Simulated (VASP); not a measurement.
Wanted: the native input for a VASP 6.6.1 run.

* Task: single point
* Functional: r2SCAN
* Potentials or basis: VASP PAW PBE potentials, release 64 (Cu)
* Cutoff: 520 eV
* k mesh: 26 × 26 × 26
* Occupations: gaussian, width 0.15 eV
* Spin: no spin polarisation
* Dipole correction: no
* Further INCAR settings: ALGO = Normal; EDIFF = 1e-06; NBANDS = 12

The system is Cu.

```xyz
1
Lattice="-1.5542 1.5542 1.1859 1.5542 -1.5542 1.1859 1.5542 1.5542 -1.1859" Properties=species:S:1:pos:R:3 pbc="T T T"
Cu    0.0000    0.0000    0.0000
```

This cell differs from its parent crystal: ratio of the length along z to the lengths across it x 0.8, volume and fractional coordinates fixed.

These files were run (other wordings do the same):

POSCAR

```
Cu
1.0
   -1.5542019896      1.5542019896      1.1858710449
    1.5542019896     -1.5542019896      1.1858710449
    1.5542019896      1.5542019896     -1.1858710449
Cu
1
Direct
    0.0000000000      0.0000000000      0.0000000000
```

INCAR.step1

```
SYSTEM = Cu
ALGO     = Normal         ! electronic algorithm
EDIFF    = 1E-4           ! SCF threshold, eV
ENCUT    = 520            ! plane-wave cutoff, eV
GGA      = PE             ! functional
ISMEAR   = 0              ! smearing method
LASPH    = .True.         ! aspherical terms in the spheres
LCHARG   = .False.        ! write CHGCAR
LREAL    = .False.        ! projectors in reciprocal space
LWAVE    = .True.         ! write WAVECAR
NBANDS   = 12             ! bands
NELM     = 80             ! most SCF steps
PREC     = Accurate       ! precision mode
SIGMA    = 0.15           ! smearing width, eV
```

INCAR.step2

```
SYSTEM = Cu
ALGO     = Normal         ! electronic algorithm
EDIFF    = 1E-6           ! SCF threshold, eV
ENCUT    = 520            ! plane-wave cutoff, eV
ISIF     = 2              ! what is computed and relaxed
ISMEAR   = 0              ! smearing method
ISTART   = 1            
LASPH    = .True.         ! aspherical terms in the spheres
LCHARG   = .False.        ! write CHGCAR
LMIXTAU  = .True.       
LREAL    = .False.        ! projectors in reciprocal space
LWAVE    = .False.        ! write WAVECAR
METAGGA  = R2SCAN         ! meta-GGA
NBANDS   = 12             ! bands
NELM     = 80             ! most SCF steps
PREC     = Accurate       ! precision mode
SIGMA    = 0.15           ! smearing width, eV
```

KPOINTS

```
k-points
0
Gamma
  26 26 26
  0 0 0
```

Potentials or basis: VASP PAW PBE potentials, release 64 (Cu).

Run with:

```bash
$ cat potpaw_PBE.64/Cu/POTCAR > POTCAR
$ cp INCAR.step1 INCAR
$ mpirun -np 1 vasp_std > vasp.out
$ cp INCAR.step2 INCAR
$ mpirun -np 1 vasp_std > vasp.out
```

Results of the run:

The pressure is 5.2 GPa and the band gap on the k mesh is zero (an odd number of electrons rules out a gap without spin polarisation).

Caveat: the stress differs along the axes, from -2 to 20 GPa; the PAW data sets were made with another functional, which shifts forces and pressure a little.

It took 5.4 min on 1 thread of Intel(R) Xeon(R) 6975P-C (Granite Rapids) (shared host), peak memory 0.28 GiB.
